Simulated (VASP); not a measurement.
Crystal: C.

```xyz
3
Lattice="4.1528 0.0000 0.0000 -2.0764 3.5964 0.0000 0.0000 0.0000 2.5458" Properties=species:S:1:pos:R:3 pbc="T T T"
C     0.0000    0.0000    0.0000
C     0.0000    2.3976    1.2729
C     2.0764    1.1988    1.2729
```

```yaml
Program: VASP 6.6.1
Task: relaxation of cell and atoms
Functional: r2SCAN
Potentials_or_basis: VASP PAW PBE potentials, release 64 (C)
Cutoff: 600 eV
k_mesh: 6 × 6 × 6
Occupations: gaussian, width 0.1 eV
Spin: no spin polarisation
```

At the start: pressure -33.0 GPa; volume 12.67 Å³/atom.

Problem. How do energy, volume and symmetry change on relaxing?

Solution. Over 30 steps the energy falls by 4773.6 meV/atom and the volume is 11.95 Å³/atom (-5.7 %); space group P6/mmm (No. 191, to 0.05 Å).

The path:
| step | energy change (eV) | largest force (eV/Å) | pressure (GPa) | volume (Å³) |
| --- | --- | --- | --- | --- |
| 1 | 0.0000 | 0.0000 | -33.01 | 38.02 |
| 2 | -2.5522 | 0.0000 | -25.22 | 25.39 |
| 3 | -3.0280 | 0.0000 | -6.65 | 21.26 |
| 4 | -3.0612 | 0.0000 | 2.77 | 19.96 |
| 5 | -3.4728 | 0.0000 | 20.65 | 17.99 |
| 6 | -3.4837 | 0.0000 | 17.92 | 18.16 |
| 7 | -3.4867 | 0.0000 | 15.64 | 18.30 |
| 8 | -3.5621 | 0.0000 | -5.41 | 20.04 |
| 9 | -3.5631 | 0.0000 | -2.88 | 19.78 |
| 10 | -3.6337 | 0.0000 | -0.89 | 19.78 |
| 11 | -4.6561 | 0.0000 | -6.98 | 19.67 |
| 12 | -8.5558 | 0.0000 | 28.59 | 18.84 |
| 13 | 60.7456 | 0.0000 | 1495.15 | 14.38 |
| 14 | -9.0258 | 0.0000 | 49.27 | 18.68 |
| 15 | -9.3047 | 0.0000 | 119.80 | 18.24 |
| 16 | -9.2378 | 0.0000 | 139.16 | 18.14 |
| 17 | -9.1593 | 0.0000 | 152.77 | 18.06 |
| 18 | -9.3573 | 0.0000 | 143.68 | 18.28 |
| 19 | -9.8855 | 0.0000 | 118.24 | 18.93 |
| 20 | -10.6712 | 0.0000 | 75.08 | 20.28 |
| 21 | -11.3398 | 0.0000 | 14.21 | 23.16 |
| 22 | -12.0128 | 0.0000 | 13.44 | 24.09 |
| 23 | -13.4176 | 0.0000 | 12.31 | 26.96 |
| 24 | -14.0565 | 0.0000 | 25.87 | 32.88 |
| 25 | -14.1108 | 0.0000 | 22.99 | 31.88 |
| 26 | -14.3106 | 0.0000 | 4.13 | 34.78 |
| 27 | -14.3197 | 0.0000 | -0.57 | 35.67 |
| 28 | -14.3198 | 0.0000 | -0.17 | 35.59 |
| 29 | -14.3205 | 0.0000 | -0.07 | 35.72 |
| 30 | -14.3209 | 0.0000 | 0.06 | 35.86 |

Final structure:
```xyz
3
Lattice="5.7250 0.0000 0.0000 -2.8625 4.9580 0.0000 0.0000 0.0000 1.2633" Properties=species:S:1:pos:R:3 pbc="T T T"
C     0.0000    0.0000    0.0000
C     0.0000    3.3053    0.6316
C     2.8625    1.6527    0.6316
```

Caveat: the k points lie up to 0.83 Å⁻¹ apart in the final cell; the PAW data sets were made with another functional, which shifts forces and pressure a little.
